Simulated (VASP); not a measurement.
# Zn: single point with PBE

The system is Zn.

```xyz
1
Lattice="2.2178 0.0000 0.0000 0.0000 2.2178 0.0000 0.0000 0.0000 2.2178" Properties=species:S:1:pos:R:3 pbc="T T T"
Zn    0.0000    0.0000    0.0000
```

This cell differs from its parent crystal: volume scaled by 0.6.

- Program: VASP 6.6.1
- Task: single point
- Functional: PBE
- Potentials or basis: VASP PAW PBE potentials, release 64 (Zn)
- Cutoff: 520 eV
- k mesh: 17 × 17 × 17
- Occupations: fermi-dirac, width 0.08 eV
- Spin: no spin polarisation
- Dipole correction: no
- Further INCAR settings: ALGO = Normal; EDIFF = 1e-06; NBANDS = 12

```json
{
  "Pressure": "90.3 GPa",
  "Band gap on the k mesh": "zero (band 6 reaches 13.03 eV, above the bottom of band 7 at 3.76 eV)"
}
```

Levels at points of the mesh, in eV from the Fermi level:
| k point | band 3 | band 4 | band 5 | band 6 | band 7 | band 8 | band 9 | band 10 |
| --- | --- | --- | --- | --- | --- | --- | --- | --- |
| (0.00, 0.00, 0.00) | -10.43 | -7.65 | -7.65 | -7.65 | 16.91 | 16.91 | 16.91 | 20.40 |

Wall time 23 s on 1 thread of AMD EPYC 7R13 (shared host), peak memory 0.1 GiB.
